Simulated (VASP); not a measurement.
# TiO (P-6m2) in VASP: density of states with PBEsol

Aim: the density of states of TiO with PBEsol.

Everything below comes from runs of VASP 6.6.1. Logs are shortened: lines on timing, memory, paths and dates and some standing lists are left out, and cuts for length are marked.

## 1. The cell of the first run

Symmetry: P-6m2, No. 187, hexagonal system. The conventional cell has a = 2.789 Å, b = 2.789 Å, c = 2.794 Å, α = 90.00°, β = 90.00°, γ = 120.00°. Ti (site symmetry -6m2) has 6 O at 2.13 Å and 8 Ti at 2.79 Å within 2.8 Å. O (site symmetry -6m2) has 6 Ti at 2.13 Å and 8 O at 2.79 Å within 2.8 Å.

## 2. Density of states, PBEsol

Contents of POSCAR:

```
TiO
1.0
    2.7888858286      0.0000000000      0.0000000000
   -1.3944429143      2.4152459758      0.0000000000
    0.0000000000      0.0000000000      2.7940761164
Ti O
1 1
Direct
    0.6666666667      0.3333333333      0.0000000000
    0.0000000000      0.0000000000      0.5000000000
```

Contents of INCAR.step1:

```
PREC = Accurate
ENCUT = 520
EDIFF = 1E-7
ISMEAR = 0
SIGMA = 0.1
LREAL = F
LASPH = T
NELM = 60
ALGO = Normal
ISIF = 2
LWAVE = F
LCHARG = T
LMAXMIX = 4
GGA = PS
NBANDS = 16
```

Contents of KPOINTS.step1:

```
Automatic mesh
0
Gamma
  18 18 16
```

Contents of INCAR.step2:

```
PREC = Accurate
ENCUT = 520
EDIFF = 1E-7
ISMEAR = -5
SIGMA = 0.1
LREAL = F
LASPH = T
NELM = 60
ALGO = Normal
ISIF = 2
LWAVE = F
LCHARG = F
LMAXMIX = 4
GGA = PS
LORBIT = 11
NBANDS = 16
NEDOS = 1001
ICHARG = 11
```

Contents of KPOINTS.step2:

```
Automatic mesh
0
Gamma
  27 27 24
```

Potentials or basis: VASP PAW PBE potentials, release 64 (Ti_sv, O).

Launch:

```console
> cat potpaw_PBE.64/Ti_sv/POTCAR potpaw_PBE.64/O/POTCAR > POTCAR
> cp INCAR.step1 INCAR
> cp KPOINTS.step1 KPOINTS
> mpirun -np 1 vasp_std > vasp.out
> cp INCAR.step2 INCAR
> cp KPOINTS.step2 KPOINTS
> mpirun -np 1 vasp_std > vasp.out
```

OUTCAR:

```text
PREC = Accurate
   ENCUT = 520
   EDIFF = 1E-7
   ISMEAR = -5
   LREAL = F
   LASPH = T
   NELM = 60
   ISIF = 2
   GGA = PS
   LORBIT = 11
   ICHARG = 11

 ion  position               nearest neighbor table
   1  0.667  0.333  0.000-   2 2.13   2 2.13   2 2.13   2 2.13   2 2.13   2 2.13
   2  0.000  0.000  0.500-   1 2.13   1 2.13   1 2.13   1 2.13   1 2.13   1 2.13

  LATTYP: Found a hexagonal cell.
 ALAT       =     2.7888858286
 C/A-ratio  =     1.0018610614

  Lattice vectors:

 A1 = (   2.7888858286,   0.0000000000,   0.0000000000)
 A2 = (  -1.3944429143,   2.4152459758,   0.0000000000)
 A3 = (   0.0000000000,   0.0000000000,   2.7940761164)

Analysis of symmetry for initial positions (statically):
=====================================================================
 Subroutine PRICEL returns:
 Original cell was already a primitive cell.

 Routine SETGRP: Setting up the symmetry group for a
 hexagonal supercell.

 Subroutine GETGRP returns: Found 12 space group operations
 (whereof 12 operations were pure point group operations)
 out of a pool of 24 trial point group operations.

The static configuration has the point symmetry D_3h.

Analysis of symmetry for dynamics (positions and initial velocities):
=====================================================================
 Subroutine PRICEL returns:
 Original cell was already a primitive cell.

 Routine SETGRP: Setting up the symmetry group for a
 hexagonal supercell.

 Subroutine GETGRP returns: Found 12 space group operations
 (whereof 12 operations were pure point group operations)
 out of a pool of 24 trial point group operations.

The dynamic configuration has the point symmetry D_3h.

 Subroutine INISYM returns: Found 12 space group operations
 (whereof 12 operations are pure point group operations),
 and found     1 'primitive' translations

----------------------------------------------------------------------------------------

                                     Primitive cell

  volume of cell :      18.8205

  direct lattice vectors                    reciprocal lattice vectors
     2.788885829  0.000000000  0.000000000     0.358566131  0.207018252  0.000000000
    -1.394442914  2.415245976  0.000000000     0.000000000  0.414036504  0.000000000
     0.000000000  0.000000000  2.794076116     0.000000000  0.000000000  0.357900057

  length of vectors
     2.788885829  2.788885829  2.794076116     0.414036504  0.414036504  0.357900057

  position of ions in fractional coordinates (direct lattice)
     0.666666667  0.333333333  0.000000000
     0.000000000  0.000000000  0.500000000

  ion indices of the primitive-cell ions
   primitive index   ion index
                 1           1
                 2           2

----------------------------------------------------------------------------------------

 KPOINTS: Automatic mesh

Automatic generation of k-mesh.
 Grid dimensions read from file:
 generate k-points for:   27   27   24

 Generating k-lattice:

  Cartesian coordinates                     Fractional coordinates (reciprocal lattice)
     0.013280227  0.007667343  0.000000000     0.037037037  0.000000000  0.000000000
     0.000000000  0.015334685  0.000000000     0.000000000  0.037037037  0.000000000
     0.000000000  0.000000000  0.014912502     0.000000000  0.000000000  0.041666667

  Length of vectors
     0.015334685  0.015334685  0.014912502

  Shift w.r.t. Gamma in fractional coordinates (k-lattice)
     0.000000000  0.000000000  0.000000000

 TETIRR: Found  17736 inequivalent tetrahedra from   104976

 Subroutine IBZKPT returns following result:
 ===========================================

 Found    975 irreducible k-points:

 Following reciprocal coordinates:
            Coordinates               Weight
  0.000000  0.000000  0.000000      1.000000
  0.037037  0.000000  0.000000      6.000000
  0.074074  0.000000  0.000000      6.000000
  0.111111  0.000000  0.000000      6.000000
  0.148148 -0.000000  0.000000      6.000000
  0.185185  0.000000  0.000000      6.000000
[... 16 lines left out ...]
  0.333333  0.037037  0.000000     12.000000
  0.370370  0.037037  0.000000     12.000000
 [... further k-points ...]
   k-points           NKPTS =    975   k-points in BZ     NKDIM =    975   number of bands    NBANDS=     16
   number of dos      NEDOS =   1001   number of ions     NIONS =      2
   total plane-waves  NPLWV =  13824
   dimension x,y,z NGX =    24 NGY =   24 NGZ =   24
   dimension x,y,z NGXF=    48 NGYF=   48 NGZF=   48
   ions per type =               1   1
   NGX,Y,Z   is equivalent  to a cutoff of  14.31, 14.31, 14.28 a.u.
   NGXF,Y,Z  is equivalent  to a cutoff of  28.61, 28.61, 28.56 a.u.
 SYSTEM =  unknown system
   PREC   = accura    normal or accurate (medium, high low for compatibility)
   ISTART =      0    job   : 0-new  1-cont  2-samecut
   ICHARG =     11    charge: 1-file 2-atom 10-const
   ISPIN  =      1    spin polarized calculation?
   LNONCOLLINEAR =      F non collinear calculations
   LSORBIT =      F    spin-orbit coupling
   LASPH  =      T    aspherical Exc in radial PAW
   ENCUT  =  520.0 eV  38.22 Ry    6.18 a.u.   5.19  5.19  5.20*2*pi/ulx,y,z
   NELM   =     60;   NELMIN=  2; NELMDL=  0     # of ELM steps
   EDIFF  = 0.1E-06   stopping-criterion for ELM
   LREAL  =      F    real-space projection
   EDIFFG = 0.1E-05   stopping-criterion for IOM
   NSW    =      0    number of steps for IOM
   IBRION =     -1    ionic relax: 0-MD 1-quasi-New 2-CG
   NFREE  =      0    steps in history (QN), initial steepest desc. (CG)
   ISIF   =      2    stress and relaxation
   ISYM   =      2    0-nonsym 1-usesym 2-fastsym
   POTIM  = 0.5000    time-step for ionic-motion
   TEBEG  =    0.0;   TEEND  =   0.0 temperature during run
   PSTRESS=    0.0 pullay stress
   NELECT =      18.0000    total number of electrons
   NUPDOWN=      -1.0000    fix difference up-down
   EMIN   =  10.00;   EMAX   =-10.00  energy-range for DOS
   EFERMI =   0.00;   METHOD = LEGACY
   ISMEAR =    -5;   SIGMA  =   0.10  broadening in eV -4-tet -1-fermi 0-gaus
   EFERMI_NEDOS =   21; number of points for ismear=-14 and -15
   IALGO  =     38    algorithm
   IMIX   =      4    mixing-type and parameters
     AMIX     =   0.40;   BMIX     =  1.00
     AMIX_MAG =   1.60;   BMIX_MAG =  1.00
  volume/ion in A,a.u.               =       9.41        63.50
  Fermi-wavevector in a.u.,A,eV,Ry     =   1.612955  3.048043 35.397236  2.601623
  Thomas-Fermi vector in A             =   2.708102
   LORBIT       =     11    0 simple, 1 ext, 2 COOP (PROOUT), +10 PAW based schemes
   GGA     = PS    functional components
   LHFCALC =     F    Hartree Fock is set to
   AEXX    =    0.0000 exact exchange contribution
   IVDW    =     0    specifies the selected vdW correction
   LEPSILON=     F    determine dielectric tensor
   LRPA    =     F    only Hartree local field effects (RPA)
 non-spin polarized calculation
 Fermi weights with tetrahedron method with Bloechl corrections
  energy-cutoff  :      520.00
  volume of cell :       18.82
 maximum number of plane-waves:       527
 NGX is ok and might be reduce to    24

 number of electron      17.9999999 magnetization

 Free energy of the ion-electron system (eV)
  ---------------------------------------------------
  ext. energy  EPLUGINS =         0.00000000
  ---------------------------------------------------
  free energy    TOTEN  =       -18.77261226 eV

  energy without entropy =      -18.77261226  energy(sigma->0) =      -18.77261226

 E-fermi :  11.6414     XC(G=0): -13.2553

 val. band max:       11.7018773941   @ k =   0.0000   0.0000   0.3750
 cond. band min:      11.6340125762   @ k =   0.0000   0.0000   0.4583
 fundamental gap:     -0.0678648179
 Fermi energy:        11.6413801243

 k-point     1 :       0.0000    0.0000    0.0000
  band No.  band energies     occupation
      1     -45.8801      2.00000
      2     -22.1455      2.00000
      3     -21.7618      2.00000
      4     -21.7618      2.00000
      5     -10.4094      2.00000
      6       5.8410      2.00000
[... 8 lines left out ...]
     15      25.8956      0.00000
     16      28.9740      0.00000

 k-point     2 :       0.0370    0.0000    0.0000
  band No.  band energies     occupation
      1     -45.8781      2.00000
      2     -22.1437      2.00000
      3     -21.7757      2.00000
      4     -21.7645      2.00000
      5     -10.3908      2.00000
      6       5.7700      2.00000
[... 8 lines left out ...]
     15      25.8628      0.00000
     16      28.9829      0.00000

 k-point     3 :       0.0741    0.0000    0.0000
  band No.  band energies     occupation
      1     -45.8721      2.00000
      2     -22.1384      2.00000
      3     -21.8163      2.00000
      4     -21.7724      2.00000
      5     -10.3360      2.00000
      6       5.5695      2.00000
[... 8 lines left out ...]
     15      25.7714      0.00000
     16      28.9028      0.00000

 k-point     4 :       0.1111    0.0000    0.0000
  band No.  band energies     occupation
      1     -45.8626      2.00000
      2     -22.1300      2.00000
      3     -21.8811      2.00000
      4     -21.7851      2.00000
      5     -10.2484      2.00000
      6       5.2708      2.00000
[... 8 lines left out ...]
     15      25.6397      0.00000
     16      28.8009      0.00000

 k-point     5 :       0.1481   -0.0000    0.0000
  band No.  band energies     occupation
      1     -45.8499      2.00000
      2     -22.1187      2.00000
      3     -21.9659      2.00000
      4     -21.8018      2.00000
      5     -10.1325      2.00000
      6       4.9100      2.00000
[... 8 lines left out ...]
     15      25.4901      0.00000
     16      28.6392      0.00000

 k-point     6 :       0.1852    0.0000    0.0000
  band No.  band energies     occupation
      1     -45.8347      2.00000
      2     -22.1053      2.00000
      3     -22.0653      2.00000
      4     -21.8216      2.00000
      5      -9.9944      2.00000
      6       4.5196      2.00000
[... 8 lines left out ...]
     15      25.3414      0.00000
     16      28.4069      0.00000

 k-point     7 :       0.2222   -0.0000    0.0000
  band No.  band energies     occupation
      1     -45.8179      2.00000
      2     -22.1735      2.00000
      3     -22.0904      2.00000
      4     -21.8435      2.00000
      5      -9.8410      2.00000
      6       4.1253      2.00000
[... 8 lines left out ...]
     15      25.2034      0.00000
     16      28.1028      0.00000

 k-point     8 :       0.2593    0.0000    0.0000
  band No.  band energies     occupation
      1     -45.8003      2.00000
      2     -22.2843      2.00000
      3     -22.0748      2.00000
      4     -21.8662      2.00000
      5      -9.6805      2.00000
      6       3.7466      2.00000
[... 8 lines left out ...]
     15      25.0697      0.00000
     16      27.7440      0.00000

 k-point     9 :       0.2963    0.0000    0.0000
  band No.  band energies     occupation
      1     -45.7829      2.00000
      2     -22.3920      2.00000
      3     -22.0595      2.00000
      4     -21.8885      2.00000
      5      -9.5214      2.00000
      6       3.3984      2.00000
[... 8 lines left out ...]
     15      24.9119      0.00000
     16      27.3750      0.00000
[... 172 lines left out ...]
 k-point    19 :       0.1852    0.0370    0.0000
  band No.  band energies     occupation
      1     -45.8253      2.00000
      2     -22.1235      2.00000
      3     -22.0970      2.00000
      4     -21.8366      2.00000
      5      -9.9085      2.00000
      6       4.3047      2.00000
[... 8 lines left out ...]
     15      25.2640      0.00000
     16      28.2495      0.00000

 k-point    20 :       0.2222    0.0370    0.0000
  band No.  band energies     occupation
      1     -45.8081      2.00000
      2     -22.2321      2.00000
      3     -22.0817      2.00000
      4     -21.8598      2.00000
      5      -9.7516      2.00000
      6       3.9238      2.00000
[... 8 lines left out ...]
     15      25.1335      0.00000
     16      27.9167      0.00000

 k-point    21 :       0.2593    0.0370    0.0000
  band No.  band energies     occupation
      1     -45.7906      2.00000
      2     -22.3404      2.00000
      3     -22.0663      2.00000
      4     -21.8833      2.00000
      5      -9.5917      2.00000
      6       3.5656      2.00000
[... 8 lines left out ...]
     15      24.9960      0.00000
     16      27.5477      0.00000

 k-point    22 :       0.2963    0.0370    0.0000
  band No.  band energies     occupation
      1     -45.7737      2.00000
      2     -22.4427      2.00000
      3     -22.0514      2.00000
      4     -21.9056      2.00000
      5      -9.4371      2.00000
      6       3.2429      2.00000
[... 8 lines left out ...]
     15      24.8132      0.00000
     16      27.1998      0.00000

 k-point    23 :       0.3333    0.0370    0.0000
  band No.  band energies     occupation
      1     -45.7584      2.00000
      2     -22.5339      2.00000
      3     -22.0379      2.00000
      4     -21.9258      2.00000
      5      -9.2963      2.00000
      6       2.9658      2.00000
[... 8 lines left out ...]
     15      24.5431      0.00000
     16      26.9405      0.00000

 k-point    24 :       0.3704    0.0370    0.0000
  band No.  band energies     occupation
      1     -45.7455      2.00000
      2     -22.6096      2.00000
      3     -22.0266      2.00000
      4     -21.9426      2.00000
      5      -9.1771      2.00000
      6       2.7421      2.00000
[... 8 lines left out ...]
     15      24.1879      0.00000
     16      26.7999      0.00000

 [... further k-points ...]
[... 5 lines left out ...]
  --------------------------------------------------------------------------------------
  -------------------------------------------------------------------------------------
  Total        0.0733398      0.0733398      0.1027894      0.0000000      0.0000000     -0.0000000
  in kB        6.2433835      6.2433835      8.7504115      0.0000000      0.0000000     -0.0000000
  external PRESSURE =       7.0790595 kB  Pullay stress =       0.0000000 kB

 VOLUME and BASIS-vectors are now :
 -----------------------------------------------------------------------------
  energy-cutoff  :      520.00
  volume of cell :       18.82
      direct lattice vectors                 reciprocal lattice vectors
     2.788885829  0.000000000  0.000000000     0.358566131  0.207018252  0.000000000
    -1.394442914  2.415245976  0.000000000     0.000000000  0.414036504  0.000000000
     0.000000000  0.000000000  2.794076116     0.000000000  0.000000000  0.357900057

 POSITION                                       TOTAL-FORCE (eV/Angst)
 -----------------------------------------------------------------------------------
      1.39444      0.80508      0.00000         0.000000      0.000000      0.000000
      0.00000      0.00000      1.39704        -0.000000     -0.000000      0.000000
 -----------------------------------------------------------------------------------
    total drift:                               -0.002863      0.001653      0.000000

  FREE ENERGIE OF THE ION-ELECTRON SYSTEM (eV)
  ---------------------------------------------------
  free  energy   TOTEN  =       -18.7726122631 eV

  energy  without entropy=      -18.7726122631  energy(sigma->0) =      -18.77261226

 total charge

# of ion       s       p       d       tot
------------------------------------------
    1        2.170   6.191   2.083  10.444
    2        1.547   3.487   0.000   5.034
--------------------------------------------------
tot          3.717   9.678   2.083  15.478
```

It took 2.2 min on 1 thread of Intel Xeon 6975P-C (Granite Rapids), shared host; peak memory 0.42 GiB.

What came out:

```
Valence electrons inside the program's atomic spheres : Ti 10.44; O 5.03
```

Caveat: the PAW data sets were made with another functional, which shifts forces and pressure a little; semilocal functionals often make such compounds metallic where correlation or magnetic order opens a gap, which also shifts bond lengths; tetrahedron occupations give inexact forces and stress in metals.
